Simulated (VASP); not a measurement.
# Ga (P6_3/mmc) in VASP: relaxation of cell and atoms with PBEsol

Aim: the relaxation of cell and atoms of Ga with PBEsol.

Program: VASP 6.6.1. These are calculated values, not measurements. Logs are shortened: lines on timing, memory, paths and dates and some standing lists are left out, and cuts for length are marked.

**1. The cell of the first run**

The structure is hexagonal, space group P6_3/mmc (No. 194). Conventional cell: a = 2.329 Å, b = 2.329 Å, c = 3.773 Å, α = 90.00°, β = 90.00°, γ = 120.00°. Within 3.1 Å of Ga (site symmetry -6m2) lie 12 Ga at 2.32 to 2.33 Å.

This isn't the form of Ga at room conditions, which is orthorhombic.

**2. Relaxation of cell and atoms, PBEsol, target pressure 230 GPa, at which the enthalpy is minimised**

INCAR reads:

```
SYSTEM = Ga
PREC = Accurate
ENCUT = 600
EDIFF = 1E-7
ISMEAR = -1
SIGMA = 0.05
LREAL = .False.
LASPH = .True.
NELM = 100
ALGO = Normal
ISIF = 3
LWAVE = .False.
LCHARG = .False.
GGA = PS
IBRION = 2
NSW = 60
EDIFFG = -0.005
PSTRESS = 2300.0
```

KPOINTS reads:

```
Automatic mesh
0
Gamma
  18 18 10
  0 0 0
```

POSCAR reads:

```
Ga
1.0
    2.3288410389      0.0000000000      0.0000000000
   -1.1644205195      2.0168355011      0.0000000000
    0.0000000000      0.0000000000      3.7727224830
Ga
2
Direct
    0.3333333333      0.6666666667      0.2500000000
    0.6666666667      0.3333333333      0.7500000000
```

Potentials or basis: VASP PAW PBE potentials, release 64 (Ga_d).

Started as:

```console
$ cat potpaw_PBE.64/Ga_d/POTCAR > POTCAR
$ mpirun -np 1 vasp_std > vasp.out
```

OUTCAR:

```text
SYSTEM = Ga
   PREC = Accurate
   ENCUT = 600
   EDIFF = 1E-7
   ISMEAR = -1
   LREAL = .False.
   LASPH = .True.
   NELM = 100
   ISIF = 3
   GGA = PS
   IBRION = 2
   NSW = 60
   EDIFFG = -0.005
   PSTRESS = 2300.0

 ion  position               nearest neighbor table
   1  0.333  0.667  0.250-   2 2.32   2 2.32   2 2.32   2 2.32   2 2.32   2 2.32
   2  0.667  0.333  0.750-   1 2.32   1 2.32   1 2.32   1 2.32   1 2.32   1 2.32

  LATTYP: Found a hexagonal cell.
 ALAT       =     2.3288410389
 C/A-ratio  =     1.6200000000

  Lattice vectors:

 A1 = (   2.3288410389,   0.0000000000,   0.0000000000)
 A2 = (  -1.1644205195,   2.0168355011,   0.0000000000)
 A3 = (   0.0000000000,   0.0000000000,   3.7727224830)

Analysis of symmetry for initial positions (statically):
=====================================================================
 Subroutine PRICEL returns:
 Original cell was already a primitive cell.

 Routine SETGRP: Setting up the symmetry group for a
 hexagonal supercell.

 Subroutine GETGRP returns: Found 24 space group operations
 (whereof 12 operations were pure point group operations)
 out of a pool of 24 trial point group operations.

The static configuration has the point symmetry D_3d.
 The point group associated with its full space group is D_6h.

Analysis of symmetry for dynamics (positions and initial velocities):
=====================================================================
 Subroutine PRICEL returns:
 Original cell was already a primitive cell.

 Routine SETGRP: Setting up the symmetry group for a
 hexagonal supercell.

 Subroutine GETGRP returns: Found 24 space group operations
 (whereof 12 operations were pure point group operations)
 out of a pool of 24 trial point group operations.

The dynamic configuration has the point symmetry D_3d.
 The point group associated with its full space group is D_6h.

 Subroutine INISYM returns: Found 24 space group operations
 (whereof 12 operations are pure point group operations),
 and found     1 'primitive' translations

----------------------------------------------------------------------------------------

                                     Primitive cell

  volume of cell :      17.7201

  direct lattice vectors                    reciprocal lattice vectors
     2.328841039  0.000000000  0.000000000     0.429398136  0.247913129  0.000000000
    -1.164420519  2.016835501  0.000000000     0.000000000  0.495826258  0.000000000
     0.000000000  0.000000000  3.772722483     0.000000000  0.000000000  0.265060577

  length of vectors
     2.328841039  2.328841039  3.772722483     0.495826258  0.495826258  0.265060577

  position of ions in fractional coordinates (direct lattice)
     0.333333333  0.666666667  0.250000000
     0.666666667  0.333333333  0.750000000

  ion indices of the primitive-cell ions
   primitive index   ion index
                 1           1
                 2           2

----------------------------------------------------------------------------------------

 KPOINTS: Automatic mesh

Automatic generation of k-mesh.
 Grid dimensions read from file:
 generate k-points for:   18   18   10

 Generating k-lattice:

  Cartesian coordinates                     Fractional coordinates (reciprocal lattice)
     0.023855452  0.013772952  0.000000000     0.055555556  0.000000000  0.000000000
     0.000000000  0.027545903  0.000000000     0.000000000  0.055555556  0.000000000
     0.000000000  0.000000000  0.026506058     0.000000000  0.000000000  0.100000000

  Length of vectors
     0.027545903  0.027545903  0.026506058

  Shift w.r.t. Gamma in fractional coordinates (k-lattice)
     0.000000000  0.000000000  0.000000000

 Subroutine IBZKPT returns following result:
 ===========================================

 Found    222 irreducible k-points:

 Following reciprocal coordinates:
            Coordinates               Weight
  0.000000  0.000000  0.000000      1.000000
  0.055556 -0.000000  0.000000      6.000000
  0.111111 -0.000000  0.000000      6.000000
  0.166667  0.000000  0.000000      6.000000
  0.222222 -0.000000  0.000000      6.000000
  0.277778 -0.000000  0.000000      6.000000
[... 16 lines left out ...]
  0.333333  0.111111  0.000000     12.000000
  0.388889  0.111111  0.000000     12.000000
 [... further k-points ...]
   k-points           NKPTS =    222   k-points in BZ     NKDIM =    222   number of bands    NBANDS=     17
   number of dos      NEDOS =    301   number of ions     NIONS =      2
   total plane-waves  NPLWV =  12000
   dimension x,y,z NGX =    20 NGY =   20 NGZ =   30
   dimension x,y,z NGXF=    40 NGYF=   40 NGZF=   60
   ions per type =               2
   NGX,Y,Z   is equivalent  to a cutoff of  14.28, 14.28, 13.22 a.u.
   NGXF,Y,Z  is equivalent  to a cutoff of  28.55, 28.55, 26.44 a.u.
 SYSTEM =  Ga
   PREC   = accura    normal or accurate (medium, high low for compatibility)
   ISTART =      0    job   : 0-new  1-cont  2-samecut
   ICHARG =      2    charge: 1-file 2-atom 10-const
   ISPIN  =      1    spin polarized calculation?
   LNONCOLLINEAR =      F non collinear calculations
   LSORBIT =      F    spin-orbit coupling
   LASPH  =      T    aspherical Exc in radial PAW
   ENCUT  =  600.0 eV  44.10 Ry    6.64 a.u.   4.65  4.65  7.54*2*pi/ulx,y,z
   NELM   =    100;   NELMIN=  2; NELMDL= -5     # of ELM steps
   EDIFF  = 0.1E-06   stopping-criterion for ELM
   LREAL  =      F    real-space projection
   EDIFFG = -.5E-02   stopping-criterion for IOM
   NSW    =     60    number of steps for IOM
   IBRION =      2    ionic relax: 0-MD 1-quasi-New 2-CG
   NFREE  =      1    steps in history (QN), initial steepest desc. (CG)
   ISIF   =      3    stress and relaxation
   ISYM   =      2    0-nonsym 1-usesym 2-fastsym
   POTIM  = 0.5000    time-step for ionic-motion
   TEBEG  =    0.0;   TEEND  =   0.0 temperature during run
   PSTRESS= 2300.0 pullay stress
   NELECT =      26.0000    total number of electrons
   NUPDOWN=      -1.0000    fix difference up-down
   EMIN   =  10.00;   EMAX   =-10.00  energy-range for DOS
   EFERMI =   0.00;   METHOD = LEGACY
   ISMEAR =    -1;   SIGMA  =   0.05  broadening in eV -4-tet -1-fermi 0-gaus
   EFERMI_NEDOS =   21; number of points for ismear=-14 and -15
   IALGO  =     38    algorithm
   IMIX   =      4    mixing-type and parameters
     AMIX     =   0.40;   BMIX     =  1.00
     AMIX_MAG =   1.60;   BMIX_MAG =  1.00
  volume/ion in A,a.u.               =       8.86        59.79
  Fermi-wavevector in a.u.,A,eV,Ry     =   1.860277  3.515413 47.084723  3.460629
  Thomas-Fermi vector in A             =   2.908323
   LORBIT       =      0    0 simple, 1 ext, 2 COOP (PROOUT), +10 PAW based schemes
   GGA     = PS    functional components
   LHFCALC =     F    Hartree Fock is set to
   AEXX    =    0.0000 exact exchange contribution
   IVDW    =     0    specifies the selected vdW correction
   LEPSILON=     F    determine dielectric tensor
   LRPA    =     F    only Hartree local field effects (RPA)
 conjugate gradient relaxation of ions
 non-spin polarized calculation
  energy-cutoff  :      600.00
  volume of cell :       17.72
 maximum number of plane-waves:       608
 NGX is ok and might be reduce to    20
   NGX =  9   NGY =  9   NGZ = 15

--------------------------------------- Ionic step        1  -------------------------------------------

 number of electron      26.0000003 magnetization

 Free energy of the ion-electron system (eV)
  ---------------------------------------------------
  ext. energy  EPLUGINS =         0.00000000
  ---------------------------------------------------
  free energy    TOTEN  =        -0.25331948 eV

  energy without entropy =       -0.24840110  energy(sigma->0) =       -0.25086029

------------------------ aborting loop because EDIFF is reached ----------------------------------------

  FORCE on cell =-STRESS in cart. coord.  units (eV):
  Direction    XX          YY          ZZ          XY          YZ          ZX
  --------------------------------------------------------------------------------------
  -------------------------------------------------------------------------------------
  Total       24.2740418     24.2740418     25.3415878     -0.0000000      0.0000000      0.0000000
  in kB     2194.7623118   2194.7623118   2291.2855772     -0.0000001      0.0000000      0.0000000
  external PRESSURE =     -73.0632664 kB  Pullay stress =    2300.0000000 kB
[... 289 lines left out ...]
  enthalpy is  TOTEN    =        25.1720852043 eV   P V=       25.2095843505

--------------------------------------- Ionic step        9  -------------------------------------------

 number of electron      26.0000011 magnetization

 Free energy of the ion-electron system (eV)
  ---------------------------------------------------
  ext. energy  EPLUGINS =         0.00000000
  ---------------------------------------------------
  free energy    TOTEN  =        -0.03972362 eV

  energy without entropy =       -0.03520760  energy(sigma->0) =       -0.03746561

 E-fermi :  16.2885     XC(G=0): -15.6800

 val. band max:       16.2846723930   @ k =   0.2778   0.1111   0.0000
 cond. band min:      16.3762454323   @ k =   0.3889   0.0000   0.1000
 fundamental gap:      0.0915730393
 Fermi energy:        16.2884923694

 k-point     1 :       0.0000    0.0000    0.0000
  band No.  band energies     occupation
      1      -3.4727      2.00000
      2      -2.2602      2.00000
      3      -1.2039      2.00000
      4      -1.0695      2.00000
      5      -1.0695      2.00000
      6      -0.9222      2.00000
[... 9 lines left out ...]
     16      34.5069      0.00000
     17      36.5974      0.00000
[... 443 lines left out ...]
      1      -2.1219      2.00000
      2      -1.9132      2.00000
      3      -1.7791      2.00000
      4      -1.0930      2.00000
      5      -0.8827      2.00000
      6      -0.7513      2.00000
[... 9 lines left out ...]
     16      21.0096      0.00000
     17      22.0781      0.00000

 [... further k-points ...]
[... 5 lines left out ...]
  --------------------------------------------------------------------------------------
  -------------------------------------------------------------------------------------
  Total       25.2063192     25.2063192     25.2162558     -0.0000000      0.0000000      0.0000000
  in kB     2299.4997902   2299.4997908   2300.4062807     -0.0000004      0.0000000      0.0000000
  external PRESSURE =      -0.1980461 kB  Pullay stress =    2300.0000000 kB
[... 17 lines left out ...]
  FREE ENERGIE OF THE ION-ELECTRON SYSTEM (eV)
  ---------------------------------------------------
  free  energy   TOTEN  =        -0.0397236213 eV

  energy  without entropy=       -0.0352076025  energy(sigma->0) =       -0.03746561

  enthalpy is  TOTEN    =        25.1720787035 eV   P V=       25.2118023248

 reached required accuracy - stopping structural energy minimisation
```

Run time: 2.8 min. Hardware: 1 thread of Intel Xeon 6975P-C (Granite Rapids), shared host; peak memory 0.19 GiB.

Results:

| Quantity | Value |
| --- | --- |
| Free energy | -0.0397 eV |
| Relaxed volume | 8.78 Å³/atom |
| Relaxed cell | a = 2.298 Å, b = 2.298 Å, c = 3.841 Å, α = 90.00°, β = 90.00°, γ = 120.00° |
| Space group after relaxing (to 0.1 Å) | P6_3/mmc (No. 194) |
| Energy change on relaxing (the run minimises the enthalpy) | +106.8 meV/atom |
| Ionic steps | 9 |
| Pressure after relaxing | 230.0 GPa |
| Band gap on the k mesh | zero (bands 13 and 14 overlap by 10.75 eV) |

Stress tensor (GPa, compression positive):
```
229.95   0.00   0.00
  0.00 229.95   0.00
  0.00   0.00 230.04
```

The path:
```
step  energy change (eV)  largest force (eV/Å)  pressure (GPa)  volume (Å³)
   1              0.0000                0.0000          222.69        17.72
   2              1.5758                0.0000          277.85        16.70
   3              0.2668                0.0000          231.94        17.53
   4              0.1742                0.0000          228.52        17.59
   5              0.1592                0.0000          228.11        17.60
   6              0.4576                0.0000          238.34        17.40
   7              0.2170                0.0000          230.14        17.56
   8              0.2158                0.0000          230.03        17.56
   9              0.2136                0.0000          229.98        17.56
```

Final structure:
```
CELL_PARAMETERS angstrom
2.29773 0.00000 0.00000
-1.14887 1.98990 0.00000
0.00000 0.00000 3.84111
ATOMIC_POSITIONS crystal
Ga 0.33333 0.66667 0.25000
Ga 0.66667 0.33333 0.75000
```

Caveat: the cell is relaxed towards a set pressure, so the run minimises the enthalpy, not the energy; the PAW data sets were made with another functional, which shifts forces and pressure a little.

The gap in the log of VASP goes by the Fermi energy; the results here count the filled bands.